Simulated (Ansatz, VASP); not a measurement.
Cd3SeS2: VASP beside Ansatz

Contents of INCAR:

```
SYSTEM = Cd3SeS2
ALGO = Normal
EDIFF = 1E-6
EDIFFG = -0.01
ENCUT = 600
GGA = PE
IBRION = 2
ISIF = 3
ISMEAR = 0
LASPH = .True.
LCHARG = .False.
LREAL = .False.
LWAVE = .False.
NELM = 100
NSW = 100
PREC = Accurate
SIGMA = 0.02
```

File KPOINTS:

```
k-points
0
Gamma
  6 6 4
  0 0 0
```

File POSCAR:

```
Cd3SeS2
1.0
    4.2570880532      0.0000000000      0.0000000000
   -2.1285440266      3.6867464002      0.0000000000
    0.0000000000      0.0000000000     10.4291055859
Cd Se S
3 1 2
Direct
    0.0000000000      0.0000000000      0.9906517094
    0.3333333333      0.6666666667      0.6666163748
    0.6666666667      0.3333333333      0.3428616373
    0.0000000000      0.0000000000      0.2481295158
    0.3333333333      0.6666666667      0.9130312976
    0.6666666667      0.3333333333      0.5887094651
```

Input for Ansatz:

```yaml
crystal:
  lattice:
    - [4.2570880532, 0.0, 0.0]
    - [-2.1285440266, 3.6867464002, 0.0]
    - [0.0, 0.0, 10.4291055859]
  atoms:
    - { symbol: Cd, position: [0.0, 0.0, 0.9906517094] }
    - { symbol: Cd, position: [0.3333333333, 0.6666666667, 0.6666163748] }
    - { symbol: Cd, position: [0.6666666667, 0.3333333333, 0.3428616373] }
    - { symbol: Se, position: [0.0, 0.0, 0.2481295158] }
    - { symbol: S, position: [0.3333333333, 0.6666666667, 0.9130312976] }
    - { symbol: S, position: [0.6666666667, 0.3333333333, 0.5887094651] }
basis:
  ecutwfc: 420
kpoints:
  mp_grid: { grid: [6, 6, 4] }
hamiltonian:
  xc: pbe
scf:
  occupations: { method: gaussian, width: 0.02 }
output:
  forces: true
  stress: true
  eigenvalues: true
relax:
  adjacent_minimum: "off"
  f_tol: 0.01
  max_steps: 80
  cell: { stress_tol: 0.05 }
```

Alike in both runs: task relaxation of cell and atoms; functional PBE; k mesh 6 × 6 × 4; occupations gaussian, width 0.02 eV; no spin polarisation.

|  | VASP | Ansatz |
| --- | --- | --- |
| version | VASP 6.6.1 | Ansatz 0.2.0 |
| potentials or method | VASP PAW PBE potentials, release 64 (Cd, Se, S), cutoff 600 eV | scalar-relativistic, plane waves, PAW |
| valence electrons in the cell | 54 | 88 |

VASP gave:

- gap on the k mesh at the Fermi level, each at its own relaxed structure (eV): 0.65
- relaxed volume (Å³/atom): 27.35
- relaxed length of the cell vector where the two differ most in proportion (Å): 4.260

Problem. Estimate Ansatz's values.

Solution. gap on the k mesh at the Fermi level, each at its own relaxed structure (eV): 0.66; relaxed volume (Å³/atom): 27.22; relaxed length of the cell vector where the two differ most in proportion (Å): 4.252.

VASP's potentials hold 54 valence electrons a cell and Ansatz's 88, so a difference there can come from the potentials and not from the codes.
